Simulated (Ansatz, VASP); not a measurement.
## One calculation of Sr, two programs

Contents of INCAR:

```
PREC = Accurate
ENCUT = 520
EDIFF = 1E-6
ISMEAR = 0
SIGMA = 0.15
LREAL = F
LASPH = T
NELM = 80
ALGO = Normal
ISIF = 2
LWAVE = F
LCHARG = F
GGA = PS
NBANDS = 11
```

File KPOINTS:

```
regular mesh
0
Gamma
  14 14 14
```

Contents of POSCAR:

```
Sr
1.0
   -2.4977500000      2.4977500000      2.4977500000
    2.4977500000     -2.4977500000      2.4977500000
    2.4977500000      2.4977500000     -2.4977500000
Sr
1
Direct
    0.0000000000      0.0000000000      0.0000000000
```

Input for Ansatz:

```yaml
crystal:
  lattice:
    - [-2.49775, 2.49775, 2.49775]
    - [2.49775, -2.49775, 2.49775]
    - [2.49775, 2.49775, -2.49775]
  atoms:
    - { symbol: Sr, position: [0.0, 0.0, 0.0] }
basis:
  ecutwfc: 420
kpoints:
  mp_grid: { grid: [14, 14, 14] }
hamiltonian:
  xc: pbesol
scf:
  occupations: { method: gaussian, width: 0.15 }
output:
  forces: true
  stress: true
  eigenvalues: true
```

Change from the starting cell: strain +0.030 along x and y, +0.030 along z, atoms carried along.

Alike in both runs: task single point; functional PBEsol; k mesh 14 × 14 × 14; occupations gaussian, width 0.15 eV; no spin polarisation.

```csv
,VASP,Ansatz
version,VASP 6.6.1,Ansatz 0.2.0
potentials or method,"VASP PAW PBE potentials, release 64 (Sr_sv), cutoff 520 eV","scalar-relativistic, plane waves, PAW"
valence electrons in the cell,10,10
```

```csv
,VASP,Ansatz,Ansatz less VASP
gap on the k mesh at the Fermi level (eV),none,none,-
pressure (GPa),-1.7,-1.7,-0.01
```

VASP's potentials were made for PBE, not for PBEsol. A gap of «none» marks a metal or a gap that the smearing closes.
